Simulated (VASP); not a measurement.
# Ta2Si2Ge (P1) in VASP: single point with PBE

Aim: the single point of Ta2Si2Ge with PBE.

Program: VASP 6.6.1. These are calculated values, not measurements. Logs are shortened: lines on timing, memory, paths and dates and some standing lists are left out, and cuts for length are marked.

## 1. The cell of the first run

The typed cell holds 5 atoms: a = 2.977 Å, b = 2.990 Å, c = 10.484 Å, α = 83.49°, β = 83.46°, γ = 65.34°.

## 2. Single point, PBE

Input file INCAR:

```
SYSTEM = Ta2Si2Ge
PREC = Accurate
ENCUT = 520
EDIFF = 1E-6
ISMEAR = 0
SIGMA = 0.1
LREAL = .False.
LASPH = .True.
NELM = 60
ALGO = Normal
ISIF = 2
LWAVE = .False.
LCHARG = .False.
GGA = PE
NBANDS = 30
```

Input file KPOINTS:

```
regular mesh
0
Gamma
  6 6 2
  0 0 0
```

Input file POSCAR:

```
Ta2Si2Ge
1.0
    2.9769281356     -0.0062940261      0.0009175879
    1.2535669031      2.7147065451      0.0122619266
    1.1919099338      0.7127247837     10.3913564993
Ta Si Ge
2 2 1
Direct
    0.4124559108      0.5133192318      0.7023222831
    0.5267003558      0.6266174131      0.2975979113
    0.9298143589      0.0294097308      0.1123354948
    1.0096530800      0.1108803645      0.8883367674
    0.1213762944      0.2197732598      0.4994075434
```

Potentials or basis: VASP PAW PBE potentials, release 64 (Ta_pv, Si, Ge_d).

On the command line:

```console
$ cat potpaw_PBE.64/Ta_pv/POTCAR potpaw_PBE.64/Si/POTCAR potpaw_PBE.64/Ge_d/POTCAR > POTCAR
$ mpirun -np 1 vasp_std > vasp.out
```

OUTCAR:

```text
SYSTEM = Ta2Si2Ge
   PREC = Accurate
   ENCUT = 520
   EDIFF = 1E-6
   ISMEAR = 0
   LREAL = .False.
   LASPH = .True.
   NELM = 60
   ISIF = 2
   GGA = PE

 ion  position               nearest neighbor table
   1  0.412  0.513  0.702-   4 2.61   4 2.62   4 2.63   5 2.74   5 2.76   5 2.76
   2  0.527  0.627  0.298-   3 2.61   3 2.62   3 2.62   5 2.73   5 2.75   5 2.75
   3  0.930  0.029  0.112-   4 2.33   2 2.61   2 2.62   2 2.62
   4  0.010  0.111  0.888-   3 2.33   1 2.61   1 2.62   1 2.63
   5  0.121  0.220  0.499-   2 2.73   1 2.74   2 2.75   2 2.75   1 2.76   1 2.76

  Warning from LATTYP: Got some problem with cell dimensions!
  Tried to take original basis but could not verify dimensions!
  LATTYP: Found a triclinic cell.
 ALAT       =     2.9769349306
 B/A-ratio  =     1.0044512260
 C/A-ratio  =     3.5496719479
 COS(alpha) =     0.0050101041
 COS(beta)  =     0.1687619588
 COS(gamma) =     0.4173078999

  Lattice vectors:

 A1 = (  -2.9769281356,   0.0062940261,  -0.0009175879)
 A2 = (  -1.2535669031,  -2.7147065451,  -0.0122619266)
 A3 = (  -1.7850182018,   0.7190188098,  10.3904389114)

Analysis of symmetry for initial positions (statically):
=====================================================================
 Subroutine PRICEL returns:
 Original cell was already a primitive cell.

 Routine SETGRP: Setting up the symmetry group for a
 triclinic supercell.

 Subroutine GETGRP returns: Found  1 space group operations
 (whereof  1 operations were pure point group operations)
 out of a pool of  2 trial point group operations.

The static configuration has the point symmetry C_1 .

Analysis of symmetry for dynamics (positions and initial velocities):
=====================================================================
 Subroutine PRICEL returns:
 Original cell was already a primitive cell.

 Routine SETGRP: Setting up the symmetry group for a
 triclinic supercell.

 Subroutine GETGRP returns: Found  1 space group operations
 (whereof  1 operations were pure point group operations)
 out of a pool of  2 trial point group operations.

The dynamic configuration has the point symmetry C_1 .

 Subroutine INISYM returns: Found  1 space group operations
 (whereof  1 operations are pure point group operations),
 and found     1 'primitive' translations

----------------------------------------------------------------------------------------

                                     Primitive cell

  volume of cell :      84.0313

  direct lattice vectors                    reciprocal lattice vectors
     2.976928136 -0.006294026  0.000917588     0.335597954 -0.154842779 -0.027873382
     1.253566903  2.714706545  0.012261927     0.000786105  0.368115392 -0.025338552
     1.191909934  0.712724784 10.391356499    -0.000030562 -0.000420708  0.096266188

  length of vectors
     2.976934931  2.990185941 10.483745314     0.370647000  0.368987265  0.096267112

  position of ions in fractional coordinates (direct lattice)
     0.412455911  0.513319232  0.702322283
     0.526700356  0.626617413  0.297597911
     0.929814359  0.029409731  0.112335495
     0.009653080  0.110880364  0.888336767
     0.121376294  0.219773260  0.499407543

  ion indices of the primitive-cell ions
   primitive index   ion index
                 1           1
                 2           2
                 3           3
                 4           4
                 5           5

----------------------------------------------------------------------------------------

 KPOINTS: regular mesh

Automatic generation of k-mesh.
 Grid dimensions read from file:
 generate k-points for:    6    6    2

 Generating k-lattice:

  Cartesian coordinates                     Fractional coordinates (reciprocal lattice)
     0.055932992 -0.025807130 -0.004645564     0.166666667  0.000000000 -0.000000000
     0.000131018  0.061352565 -0.004223092    -0.000000000  0.166666667  0.000000000
    -0.000015281 -0.000210354  0.048133094     0.000000000  0.000000000  0.500000000

  Length of vectors
     0.061774500  0.061497878  0.048133556

  Shift w.r.t. Gamma in fractional coordinates (k-lattice)
     0.000000000  0.000000000  0.000000000

 Subroutine IBZKPT returns following result:
 ===========================================

 Found     40 irreducible k-points:

 Following reciprocal coordinates:
            Coordinates               Weight
  0.000000  0.000000  0.000000      1.000000
  0.166667 -0.000000 -0.000000      2.000000
  0.333333 -0.000000 -0.000000      2.000000
  0.500000 -0.000000 -0.000000      1.000000
  0.000000  0.166667  0.000000      2.000000
  0.166667  0.166667 -0.000000      2.000000
[... 16 lines left out ...]
  0.333333 -0.000000  0.500000      2.000000
  0.500000 -0.000000  0.500000      1.000000
 [... further k-points ...]
   k-points           NKPTS =     40   k-points in BZ     NKDIM =     40   number of bands    NBANDS=     30
   number of dos      NEDOS =    301   number of ions     NIONS =      5
   total plane-waves  NPLWV =  46080
   dimension x,y,z NGX =    24 NGY =   24 NGZ =   80
   dimension x,y,z NGXF=    48 NGYF=   48 NGZF=  160
   ions per type =               2   2   1
   NGX,Y,Z   is equivalent  to a cutoff of  13.40, 13.34, 12.69 a.u.
   NGXF,Y,Z  is equivalent  to a cutoff of  26.81, 26.69, 25.37 a.u.
 SYSTEM =  Ta2Si2Ge
   PREC   = accura    normal or accurate (medium, high low for compatibility)
   ISTART =      0    job   : 0-new  1-cont  2-samecut
   ICHARG =      2    charge: 1-file 2-atom 10-const
   ISPIN  =      1    spin polarized calculation?
   LNONCOLLINEAR =      F non collinear calculations
   LSORBIT =      F    spin-orbit coupling
   LASPH  =      T    aspherical Exc in radial PAW
   ENCUT  =  520.0 eV  38.22 Ry    6.18 a.u.   5.54  5.56 19.49*2*pi/ulx,y,z
   NELM   =     60;   NELMIN=  2; NELMDL= -5     # of ELM steps
   EDIFF  = 0.1E-05   stopping-criterion for ELM
   LREAL  =      F    real-space projection
   EDIFFG = 0.1E-04   stopping-criterion for IOM
   NSW    =      0    number of steps for IOM
   IBRION =     -1    ionic relax: 0-MD 1-quasi-New 2-CG
   NFREE  =      0    steps in history (QN), initial steepest desc. (CG)
   ISIF   =      2    stress and relaxation
   ISYM   =      2    0-nonsym 1-usesym 2-fastsym
   POTIM  = 0.5000    time-step for ionic-motion
   TEBEG  =    0.0;   TEEND  =   0.0 temperature during run
   PSTRESS=    0.0 pullay stress
   NELECT =      44.0000    total number of electrons
   NUPDOWN=      -1.0000    fix difference up-down
   EMIN   =  10.00;   EMAX   =-10.00  energy-range for DOS
   EFERMI =   0.00;   METHOD = LEGACY
   ISMEAR =     0;   SIGMA  =   0.10  broadening in eV -4-tet -1-fermi 0-gaus
   EFERMI_NEDOS =   21; number of points for ismear=-14 and -15
   IALGO  =     38    algorithm
   IMIX   =      4    mixing-type and parameters
     AMIX     =   0.40;   BMIX     =  1.00
     AMIX_MAG =   1.60;   BMIX_MAG =  1.00
  volume/ion in A,a.u.               =      16.81       113.41
  Fermi-wavevector in a.u.,A,eV,Ry     =   1.319508  2.493508 23.689116  1.741101
  Thomas-Fermi vector in A             =   2.449401
   LORBIT       =      0    0 simple, 1 ext, 2 COOP (PROOUT), +10 PAW based schemes
   GGA     = PE    functional components
   LHFCALC =     F    Hartree Fock is set to
   AEXX    =    0.0000 exact exchange contribution
   IVDW    =     0    specifies the selected vdW correction
   LEPSILON=     F    determine dielectric tensor
   LRPA    =     F    only Hartree local field effects (RPA)
 non-spin polarized calculation
 Gauss-broadening in eV      SIGMA  =   0.10
  energy-cutoff  :      520.00
  volume of cell :       84.03
 maximum number of plane-waves:      2293
 NGX is ok and might be reduce to    24
   NGX = 11   NGY = 11   NGZ = 39

 number of electron      44.0000004 magnetization

 Free energy of the ion-electron system (eV)
  ---------------------------------------------------
  ext. energy  EPLUGINS =         0.00000000
  ---------------------------------------------------
  free energy    TOTEN  =       -39.41716057 eV

  energy without entropy =      -39.40624964  energy(sigma->0) =      -39.41170511

 E-fermi :   7.5470     XC(G=0): -11.7576

 val. band max:        7.5455185186   @ k =   0.1667   0.3333   0.0000
 cond. band min:       7.5686348754   @ k =   0.1667   0.1667  -0.0000
 fundamental gap:      0.0231163568
 Fermi energy:         7.5470051559

 k-point     1 :       0.0000    0.0000    0.0000
  band No.  band energies     occupation
      1     -26.9907      2.00000
      2     -26.9653      2.00000
      3     -26.5553      2.00000
      4     -26.5513      2.00000
      5     -26.4085      2.00000
      6     -26.4014      2.00000
[... 22 lines left out ...]
     29      13.6454      0.00000
     30      14.1406      0.00000

 k-point     2 :       0.1667   -0.0000   -0.0000
  band No.  band energies     occupation
      1     -26.9652      2.00000
      2     -26.9410      2.00000
      3     -26.6799      2.00000
      4     -26.6757      2.00000
      5     -26.4758      2.00000
      6     -26.4692      2.00000
[... 22 lines left out ...]
     29      12.1112      0.00000
     30      12.8138      0.00000

 k-point     3 :       0.3333   -0.0000   -0.0000
  band No.  band energies     occupation
      1     -26.9882      2.00000
      2     -26.9861      2.00000
      3     -26.9135      2.00000
      4     -26.8876      2.00000
      5     -26.5392      2.00000
      6     -26.5332      2.00000
[... 22 lines left out ...]
     29      11.2829      0.00000
     30      12.2684      0.00000

 k-point     4 :       0.5000   -0.0000   -0.0000
  band No.  band energies     occupation
      1     -27.1419      2.00000
      2     -27.1390      2.00000
      3     -26.8880      2.00000
      4     -26.8642      2.00000
      5     -26.5642      2.00000
      6     -26.5583      2.00000
[... 22 lines left out ...]
     29      11.8580      0.00000
     30      12.0347      0.00000

 k-point     5 :       0.0000    0.1667    0.0000
  band No.  band energies     occupation
      1     -26.9659      2.00000
      2     -26.9418      2.00000
      3     -26.6860      2.00000
      4     -26.6819      2.00000
      5     -26.4645      2.00000
      6     -26.4578      2.00000
[... 22 lines left out ...]
     29      12.0780      0.00000
     30      12.9031      0.00000
[... 526 lines left out ...]
     29      13.6192      0.00000
     30      14.0581      0.00000

 k-point    22 :       0.1667   -0.0000    0.5000
  band No.  band energies     occupation
      1     -26.9651      2.00000
      2     -26.9411      2.00000
      3     -26.6799      2.00000
      4     -26.6757      2.00000
      5     -26.4758      2.00000
      6     -26.4692      2.00000
[... 22 lines left out ...]
     29      11.9892      0.00000
     30      12.7477      0.00000

 k-point    23 :       0.3333   -0.0000    0.5000
  band No.  band energies     occupation
      1     -26.9882      2.00000
      2     -26.9861      2.00000
      3     -26.9135      2.00000
      4     -26.8876      2.00000
      5     -26.5392      2.00000
      6     -26.5332      2.00000
[... 22 lines left out ...]
     29      11.9225      0.00000
     30      11.9877      0.00000

 k-point    24 :       0.5000   -0.0000    0.5000
  band No.  band energies     occupation
      1     -27.1419      2.00000
      2     -27.1390      2.00000
      3     -26.8880      2.00000
      4     -26.8642      2.00000
      5     -26.5642      2.00000
      6     -26.5583      2.00000
[... 22 lines left out ...]
     29      12.0475      0.00000
     30      12.1086      0.00000

 [... further k-points ...]

------------------------ aborting loop because EDIFF is reached ----------------------------------------

  FORCE on cell =-STRESS in cart. coord.  units (eV):
  Direction    XX          YY          ZZ          XY          YZ          ZX
  --------------------------------------------------------------------------------------
  -------------------------------------------------------------------------------------
  Total        0.1196555      0.0239851     -0.0010655     -0.1186896     -0.0611251     -0.0549305
  in kB        2.2814032      0.4573109     -0.0203159     -2.2629874     -1.1654370     -1.0473290
  external PRESSURE =       0.9061327 kB  Pullay stress =       0.0000000 kB

 VOLUME and BASIS-vectors are now :
 -----------------------------------------------------------------------------
  energy-cutoff  :      520.00
  volume of cell :       84.03
      direct lattice vectors                 reciprocal lattice vectors
     2.976928136 -0.006294026  0.000917588     0.335597954 -0.154842779 -0.027873382
     1.253566903  2.714706545  0.012261927     0.000786105  0.368115392 -0.025338552
     1.191909934  0.712724784 10.391356499    -0.000030562 -0.000420708  0.096266188

 POSITION                                       TOTAL-FORCE (eV/Angst)
 -----------------------------------------------------------------------------------
      2.70844      1.89148      7.30475        -0.002313     -0.000832      0.025178
      2.70817      1.90987      3.10061         0.003595      0.003278     -0.012534
      2.93875      0.15405      1.16853         0.001225      0.000685      0.014035
      1.22655      0.93409      9.23239         0.005135      0.003242     -0.022673
      1.23208      0.95180      5.19233        -0.007641     -0.006372     -0.004006
 -----------------------------------------------------------------------------------
    total drift:                               -0.000216     -0.000161      0.000766

  FREE ENERGIE OF THE ION-ELECTRON SYSTEM (eV)
  ---------------------------------------------------
  free  energy   TOTEN  =       -39.4171605713 eV

  energy  without entropy=      -39.4062496400  energy(sigma->0) =      -39.41170511
```

Wall time 43 s (1 thread of Intel Xeon 6975P-C (Granite Rapids), shared host); peak memory 0.26 GiB.

What came out:

* Free energy: -39.4172 eV
* Pressure: 0.1 GPa
* Largest force: 0.025 eV/Å
* Band gap on the k mesh: zero (bands 22 and 23 overlap by 1.95 eV)

Forces on the atoms (eV/Å):
```
Ta  -0.002 -0.001  0.025
Ta   0.004  0.003 -0.013
Si   0.001  0.001  0.014
Si   0.005  0.003 -0.023
Ge  -0.008 -0.006 -0.004
```

Caveat: the k points lie up to 0.39 Å⁻¹ apart, too coarse for converged energies and pressures of a metal; spin-orbit coupling is left out, which moves the levels of the heavy elements.
